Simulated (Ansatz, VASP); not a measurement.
**Two plane-wave programs on FeNi2**

INCAR

```
SYSTEM = FeNi2
PREC = Accurate
ENCUT = 520
EDIFF = 1E-7
ISMEAR = -1
SIGMA = 0.05
LREAL = .False.
LASPH = .True.
NELM = 150
ALGO = Normal
ISIF = 2
LWAVE = .False.
LCHARG = .False.
ISPIN = 2
MAGMOM = 1 1 1 1 3 3
LORBIT = 11
LMAXMIX = 4
GGA = PE
NBANDS = 41
```

The input KPOINTS:

```
Automatic mesh
0
Gamma
  7 7 7
  0 0 0
```

POSCAR

```
FeNi2
1.0
    0.0000000000      3.2750790000      3.2750790000
    3.2750790000      0.0000000000      3.2750790000
    3.2750790000      3.2750790000      0.0000000000
Ni Fe
4 2
Direct
    0.6250000000      0.6250000000      0.6250000000
    0.1250000000      0.6250000000      0.6250000000
    0.6250000000      0.1250000000      0.6250000000
    0.6250000000      0.6250000000      0.1250000000
    0.0000000000      0.0000000000      0.0000000000
    0.2500000000      0.2500000000      0.2500000000
```

File input.yaml:

```yaml
crystal:
  lattice:
    - [0.0, 3.275079, 3.275079]
    - [3.275079, 0.0, 3.275079]
    - [3.275079, 3.275079, 0.0]
  atoms:
    - { symbol: Ni, position: [0.625, 0.625, 0.625], spin: 1.0 }
    - { symbol: Ni, position: [0.125, 0.625, 0.625], spin: 1.0 }
    - { symbol: Ni, position: [0.625, 0.125, 0.625], spin: 1.0 }
    - { symbol: Ni, position: [0.625, 0.625, 0.125], spin: 1.0 }
    - { symbol: Fe, position: [0.0, 0.0, 0.0], spin: 3.0 }
    - { symbol: Fe, position: [0.25, 0.25, 0.25], spin: 3.0 }
hamiltonian:
  xc: pbe
  pseudopotentials: { kind: paw }
magnetization:
  spin_polarized: true
kpoints:
  mp_grid: { grid: [7, 7, 7] }
scf:
  occupations: { method: fermi_dirac, width: 0.05 }
output:
  forces: true
  stress: true
  eigenvalues: true
```

Alike in both runs: task single point; functional PBE; k mesh 7 × 7 × 7; occupations fermi-dirac, width 0.05 eV; collinear spin.

|  | VASP | Ansatz |
| --- | --- | --- |
| version | VASP 6.6.1 | Ansatz 0.2.0 |
| potentials or method | VASP PAW PBE potentials, release 64 (Ni, Fe) | Ansatz PAW |
| plane-wave cutoff (eV) | 520 | 420 |
| valence electrons in the cell | 56 | 104 |

|  | VASP | Ansatz | Ansatz less VASP |
| --- | --- | --- | --- |
| gap on the k mesh at the Fermi level (eV) | none | none | - |
| pressure (GPa) | -0.2 | -0.1 | +0.15 |
| net moment per atom (μB) | 1.31 | 1.32 | +0.005 |
| size of the moment on the site where the two differ most (μB) | 0.53 | 0.60 | +0.068 |

Site moments also hang on the region over which each program counts them. A gap of «none» marks a metal or a gap that the smearing closes. VASP's potentials hold 56 valence electrons a cell and Ansatz's 104, so a difference there can come from the potentials and not from the codes.
